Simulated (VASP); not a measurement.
# NaH (I-4m2) in VASP: a series of runs, part 2 of 3

VASP 6.6.1. Earlier steps stand in the parts before.

### Step 3. Single point, PBE (biaxial xy strain +1.2%)

The input, INCAR:

```
SYSTEM = NaH
ALGO = Normal
EDIFF = 1E-7
ENCUT = 520
GGA = PE
ISIF = 2
ISMEAR = -1
LASPH = .TRUE.
LCHARG = .FALSE.
LREAL = .FALSE.
LWAVE = .FALSE.
NBANDS = 11
NELM = 80
PREC = Accurate
SIGMA = 0.02
```

The input, KPOINTS:

```
k-points
0
G
  8 8 8
  0 0 0
```

The input, POSCAR:

```
NaH
1.0
    0.0000000000      2.6286034900      2.5969210531
    2.6286034900      0.0000000000      2.5969210531
    2.6286034900      2.6286034900      0.0000000000
Na H
1 1
Direct
    0.0000000000      0.0000000000      0.0000000000
    0.2500000000      0.2500000000      0.2500000000
```

Potentials or basis: VASP PAW PBE potentials, release 64 (Na_pv, H).

Run with:

```console
cat potpaw_PBE.64/Na_pv/POTCAR potpaw_PBE.64/H/POTCAR > POTCAR
mpirun -np 1 vasp_std > vasp.out
```

OUTCAR:

```text
SYSTEM = NaH
   EDIFF = 1E-7
   ENCUT = 520
   GGA = PE
   ISIF = 2
   ISMEAR = -1
   LASPH = .TRUE.
   LREAL = .FALSE.
   NELM = 80
   PREC = Accurate

 ion  position               nearest neighbor table
   1  0.000  0.000  0.000-
   2  0.250  0.250  0.250-

  LATTYP: Found a body centered tetragonal cell.
 ALAT       =     3.7174067057
 C/A-ratio  =     1.3971681114

  Lattice vectors:

 A1 = (   0.0000000000,  -2.6286034900,  -2.5969210531)
 A2 = (   0.0000000000,   2.6286034900,  -2.5969210531)
 A3 = (   2.6286034900,   0.0000000000,   2.5969210531)

Analysis of symmetry for initial positions (statically):
=====================================================================
 Subroutine PRICEL returns:
 Original cell was already a primitive cell.

 Routine SETGRP: Setting up the symmetry group for a
 body centered tetragonal supercell.

 Subroutine GETGRP returns: Found  8 space group operations
 (whereof  8 operations were pure point group operations)
 out of a pool of 16 trial point group operations.

The static configuration has the point symmetry D_2d.

Analysis of symmetry for dynamics (positions and initial velocities):
=====================================================================
 Subroutine PRICEL returns:
 Original cell was already a primitive cell.

 Routine SETGRP: Setting up the symmetry group for a
 body centered tetragonal supercell.

 Subroutine GETGRP returns: Found  8 space group operations
 (whereof  8 operations were pure point group operations)
 out of a pool of 16 trial point group operations.

The dynamic configuration has the point symmetry D_2d.

 Subroutine INISYM returns: Found  8 space group operations
 (whereof  8 operations are pure point group operations),
 and found     1 'primitive' translations

----------------------------------------------------------------------------------------

                                     Primitive cell

  volume of cell :      35.8871

  direct lattice vectors                    reciprocal lattice vectors
     0.000000000  2.628603490  2.596921053    -0.190215071  0.190215071  0.192535695
     2.628603490  0.000000000  2.596921053     0.190215071 -0.190215071  0.192535695
     2.628603490  2.628603490  0.000000000     0.190215071  0.190215071 -0.192535695

  length of vectors
     3.695071754  3.695071754  3.717406706     0.330807407  0.330807407  0.330807407

  position of ions in fractional coordinates (direct lattice)
     0.000000000  0.000000000  0.000000000
     0.250000000  0.250000000  0.250000000

  ion indices of the primitive-cell ions
   primitive index   ion index
                 1           1
                 2           2

----------------------------------------------------------------------------------------

 KPOINTS: k-points

Automatic generation of k-mesh.
 Grid dimensions read from file:
 generate k-points for:    8    8    8

 Generating k-lattice:

  Cartesian coordinates                     Fractional coordinates (reciprocal lattice)
    -0.023776884  0.023776884  0.024066962     0.125000000  0.000000000  0.000000000
     0.023776884 -0.023776884  0.024066962     0.000000000  0.125000000  0.000000000
     0.023776884  0.023776884 -0.024066962     0.000000000  0.000000000  0.125000000

  Length of vectors
     0.041350926  0.041350926  0.041350926

  Shift w.r.t. Gamma in fractional coordinates (k-lattice)
     0.000000000  0.000000000  0.000000000

 Subroutine IBZKPT returns following result:
 ===========================================

 Found     59 irreducible k-points:

 Following reciprocal coordinates:
            Coordinates               Weight
  0.000000  0.000000  0.000000      1.000000
  0.125000 -0.000000  0.000000      8.000000
  0.250000 -0.000000  0.000000      8.000000
  0.375000 -0.000000  0.000000      8.000000
  0.500000 -0.000000  0.000000      4.000000
  0.125000  0.125000  0.000000      2.000000
[... 16 lines left out ...]
  0.250000 -0.000000  0.125000     16.000000
  0.375000  0.000000  0.125000     16.000000
 [... further k-points ...]
   k-points           NKPTS =     59   k-points in BZ     NKDIM =     59   number of bands    NBANDS=     11
   number of dos      NEDOS =    301   number of ions     NIONS =      2
   total plane-waves  NPLWV =  21952
   dimension x,y,z NGX =    28 NGY =   28 NGZ =   28
   dimension x,y,z NGXF=    56 NGYF=   56 NGZF=   56
   ions per type =               1   1
   NGX,Y,Z   is equivalent  to a cutoff of  12.60, 12.60, 12.52 a.u.
   NGXF,Y,Z  is equivalent  to a cutoff of  25.20, 25.20, 25.04 a.u.
 SYSTEM =  NaH
   PREC   = accura    normal or accurate (medium, high low for compatibility)
   ISTART =      0    job   : 0-new  1-cont  2-samecut
   ICHARG =      2    charge: 1-file 2-atom 10-const
   ISPIN  =      1    spin polarized calculation?
   LNONCOLLINEAR =      F non collinear calculations
   LSORBIT =      F    spin-orbit coupling
   LASPH  =      T    aspherical Exc in radial PAW
   ENCUT  =  520.0 eV  38.22 Ry    6.18 a.u.   6.87  6.87  6.91*2*pi/ulx,y,z
   NELM   =     80;   NELMIN=  2; NELMDL= -5     # of ELM steps
   EDIFF  = 0.1E-06   stopping-criterion for ELM
   LREAL  =      F    real-space projection
   EDIFFG = 0.1E-05   stopping-criterion for IOM
   NSW    =      0    number of steps for IOM
   IBRION =     -1    ionic relax: 0-MD 1-quasi-New 2-CG
   NFREE  =      0    steps in history (QN), initial steepest desc. (CG)
   ISIF   =      2    stress and relaxation
   ISYM   =      2    0-nonsym 1-usesym 2-fastsym
   POTIM  = 0.5000    time-step for ionic-motion
   TEBEG  =    0.0;   TEEND  =   0.0 temperature during run
   PSTRESS=    0.0 pullay stress
   NELECT =       8.0000    total number of electrons
   NUPDOWN=      -1.0000    fix difference up-down
   EMIN   =  10.00;   EMAX   =-10.00  energy-range for DOS
   EFERMI =   0.00;   METHOD = LEGACY
   ISMEAR =    -1;   SIGMA  =   0.02  broadening in eV -4-tet -1-fermi 0-gaus
   EFERMI_NEDOS =   21; number of points for ismear=-14 and -15
   IALGO  =     38    algorithm
   IMIX   =      4    mixing-type and parameters
     AMIX     =   0.40;   BMIX     =  1.00
     AMIX_MAG =   1.60;   BMIX_MAG =  1.00
  volume/ion in A,a.u.               =      17.94       121.09
  Fermi-wavevector in a.u.,A,eV,Ry     =   0.992640  1.875818 13.406291  0.985335
  Thomas-Fermi vector in A             =   2.124466
   LORBIT       =      0    0 simple, 1 ext, 2 COOP (PROOUT), +10 PAW based schemes
   GGA     = PE    functional components
   LHFCALC =     F    Hartree Fock is set to
   AEXX    =    0.0000 exact exchange contribution
   IVDW    =     0    specifies the selected vdW correction
   LEPSILON=     F    determine dielectric tensor
   LRPA    =     F    only Hartree local field effects (RPA)
 non-spin polarized calculation
  energy-cutoff  :      520.00
  volume of cell :       35.89
 maximum number of plane-waves:       982
   NGX = 13   NGY = 13   NGZ = 13

 number of electron       8.0000005 magnetization

 Free energy of the ion-electron system (eV)
  ---------------------------------------------------
  ext. energy  EPLUGINS =         0.00000000
  ---------------------------------------------------
  free energy    TOTEN  =        -4.99023453 eV

  energy without entropy =       -4.99023453  energy(sigma->0) =       -4.99023453

 E-fermi :  -1.4715     XC(G=0):  -6.8016

 val. band max:       -1.9470689091   @ k =  -0.2500   0.5000   0.2500
 cond. band min:       1.6393938959   @ k =   0.5000  -0.0000   0.0000
 fundamental gap:      3.5864628050
 Fermi energy:        -1.4714683960

 k-point     1 :       0.0000    0.0000    0.0000
  band No.  band energies     occupation
      1     -23.9879      2.00000
      2     -23.9860      2.00000
      3     -23.9860      2.00000
      4      -4.7293      2.00000
      5       6.1390      0.00000
      6      11.2327      0.00000
      7      11.2327      0.00000
      8      11.2544      0.00000
      9      13.8208      0.00000
     10      13.8208      0.00000
     11      13.8276      0.00000
[... 309 lines left out ...]
 k-point    24 :       0.3750    0.0000    0.1250
  band No.  band energies     occupation
      1     -24.0186      2.00000
      2     -23.9941      2.00000
      3     -23.9929      2.00000
      4      -3.2325      2.00000
      5       2.9879      0.00000
      6       7.8498      0.00000
      7       9.3732      0.00000
      8      10.4140      0.00000
      9      12.7209      0.00000
     10      14.4681      0.00000
     11      15.1311      0.00000

 [... further k-points ...]

------------------------ aborting loop because EDIFF is reached ----------------------------------------

  FORCE on cell =-STRESS in cart. coord.  units (eV):
  Direction    XX          YY          ZZ          XY          YZ          ZX
  --------------------------------------------------------------------------------------
  -------------------------------------------------------------------------------------
  Total       -0.0491152     -0.0491152     -0.0359886      0.0000000      0.0000000      0.0000000
  in kB       -2.1927406     -2.1927406     -1.6067081      0.0000000      0.0000000      0.0000000
  external PRESSURE =      -1.9973964 kB  Pullay stress =       0.0000000 kB

 VOLUME and BASIS-vectors are now :
 -----------------------------------------------------------------------------
  energy-cutoff  :      520.00
  volume of cell :       35.89
      direct lattice vectors                 reciprocal lattice vectors
     0.000000000  2.628603490  2.596921053    -0.190215071  0.190215071  0.192535695
     2.628603490  0.000000000  2.596921053     0.190215071 -0.190215071  0.192535695
     2.628603490  2.628603490  0.000000000     0.190215071  0.190215071 -0.192535695

 POSITION                                       TOTAL-FORCE (eV/Angst)
 -----------------------------------------------------------------------------------
      0.00000      0.00000      0.00000        -0.000000     -0.000000     -0.000000
      1.31430      1.31430      1.29846         0.000000      0.000000      0.000000
 -----------------------------------------------------------------------------------
    total drift:                                0.000002      0.000002      0.000001

  FREE ENERGIE OF THE ION-ELECTRON SYSTEM (eV)
  ---------------------------------------------------
  free  energy   TOTEN  =        -4.9902345291 eV

  energy  without entropy=       -4.9902345291  energy(sigma->0) =       -4.99023453
```

OSZICAR:

```text
N       E                     dE             d eps       ncg     rms          rms(c)
DAV:   1     0.337561362784E+02    0.33756E+02   -0.45563E+03  1301   0.707E+02
DAV:   2    -0.415936543028E+01   -0.37916E+02   -0.37325E+02  1337   0.177E+02
DAV:   3    -0.552391541966E+01   -0.13645E+01   -0.13624E+01  1617   0.326E+01
DAV:   4    -0.553499102206E+01   -0.11076E-01   -0.11074E-01  1478   0.304E+00
DAV:   5    -0.553511637998E+01   -0.12536E-03   -0.12536E-03  1528   0.330E-01    0.352E+00
DAV:   6    -0.508350393839E+01    0.45161E+00   -0.49213E-01  1667   0.258E+00    0.157E+00
DAV:   7    -0.497792058565E+01    0.10558E+00   -0.44972E-01  1537   0.207E+00    0.418E-01
DAV:   8    -0.499010721968E+01   -0.12187E-01   -0.23362E-02  1337   0.100E+00    0.105E-01
DAV:   9    -0.499020953335E+01   -0.10231E-03   -0.26046E-03  1468   0.384E-01    0.239E-02
DAV:  10    -0.499020686098E+01    0.26724E-05   -0.11628E-04  1442   0.837E-02    0.762E-03
DAV:  11    -0.499023561133E+01   -0.28750E-04   -0.50089E-05  1406   0.270E-02    0.878E-03
DAV:  12    -0.499023447070E+01    0.11406E-05   -0.49961E-06  1523   0.817E-03    0.819E-04
DAV:  13    -0.499023452913E+01   -0.58435E-07   -0.25105E-07  1466   0.273E-03
   1 F= -.49902345E+01 E0= -.49902345E+01  d E =-.657741E-12
```

stdout:

```text
POSCAR found type information on POSCAR NaH
 POSCAR found :  2 types and       2 ions
 scaLAPACK will be used
 LDA part: xc-table for (Slater+PW92), standard interpolation
 POSCAR, INCAR and KPOINTS ok, starting setup
 FFT: planning ... GRIDC
 FFT: planning ... GRID_SOFT
 FFT: planning ... GRID
 WAVECAR not read
 entering main loop
```

Wall time 30 s (1 thread of Intel Xeon 8259CL, shared host); peak memory 0.16 GiB.

Results:

- Free energy: -4.9902 eV
- Pressure: -0.2 GPa
- Band gap on the k mesh: 3.59 eV (least direct gap 4.28 eV)

Levels at points of the mesh, in eV from the valence-band top:
```csv
k point,band 2,band 3,band 4,band 5,band 6,band 7
"(0.00, 0.00, 0.00)",-22.04,-22.04,-2.78,8.09,13.18,13.18
"(0.50, 0.00, 0.00)",-22.05,-22.05,-0.70,3.59,10.50,12.37
"(0.50, 0.50, 0.00)",-22.05,-22.05,-0.05,5.07,7.36,9.53
"(0.50, 0.00, 0.50)",-22.06,-22.05,-0.10,4.96,7.39,9.66
```

Caveat: the cell differs from its parent crystal (biaxial xy strain +1.2%); the structure was generated, so it needn't be the stable form of NaH.

### Step 4. Single point, r2SCAN (epitaxial xy strain -2.3%)

The input, POSCAR:

```
NaH
1.0
    0.0000000000      2.5377112531      2.6795796369
    2.5377112531      0.0000000000      2.6795796369
    2.5377112531      2.5377112531      0.0000000000
Na H
1 1
Direct
    0.0000000000      0.0000000000      0.0000000000
    0.2500000000      0.2500000000      0.2500000000
```

The input, INCAR.step1:

```
SYSTEM = NaH
  ALGO = Normal
  EDIFF = 1E-4
  ENCUT = 520
  GGA = PE
  ISMEAR = 0
  LASPH = .True.
  LCHARG = .False.
  LREAL = .False.
  LWAVE = .True.
  NBANDS = 11
  NELM = 60
  PREC = Accurate
  SIGMA = 0.01
```

The input, INCAR.step2:

```
SYSTEM = NaH
  ALGO = Normal
  EDIFF = 1E-7
  ENCUT = 520
  ISIF = 2
  ISMEAR = 0
  ISTART = 1
  LASPH = .True.
  LCHARG = .False.
  LMIXTAU = .True.
  LREAL = .False.
  LWAVE = .False.
  METAGGA = R2SCAN
  NBANDS = 11
  NELM = 60
  PREC = Accurate
  SIGMA = 0.01
```

The input, KPOINTS:

```
k-points
0
Gamma
  8 8 8
  0 0 0
```

Run with:

```console
cat potpaw_PBE.64/Na_pv/POTCAR potpaw_PBE.64/H/POTCAR > POTCAR
cp INCAR.step1 INCAR
mpirun -np 1 vasp_std > vasp.out
cp INCAR.step2 INCAR
mpirun -np 1 vasp_std > vasp.out
```

Run time: 2.7 min. Hardware: 1 thread of Intel Xeon 8259CL, shared host; peak memory 0.17 GiB.

The run converged. Its results:

* Free energy: -7.4587 eV
* Pressure: 0.2 GPa
* Band gap on the k mesh: 4.01 eV (least direct gap 4.76 eV)

Stress tensor (GPa, compression positive):
```
 0.28  0.00  0.00
 0.00  0.28  0.00
 0.00  0.00 -0.08
```

Levels at points of the mesh, in eV from the valence-band top:
```tsv
k point	band 2	band 3	band 4	band 5	band 6	band 7
(0.00, 0.00, 0.00)	-22.82	-22.81	-2.90	8.87	13.78	13.90
(0.50, 0.00, 0.00)	-22.83	-22.82	-0.76	4.01	11.52	12.76
(0.50, 0.50, 0.00)	-22.84	-22.84	-0.30	5.18	8.02	10.79
(0.50, 0.00, 0.50)	-22.84	-22.83	-0.06	5.68	7.84	10.17
```

Caveat: the cell differs from its parent crystal (epitaxial xy strain -2.3%); the structure was generated, so it needn't be the stable form of NaH; the PAW data sets were made with another functional, which shifts forces and pressure a little. A k mesh can miss the band edges.

(Part 2 of 3 ends here.)
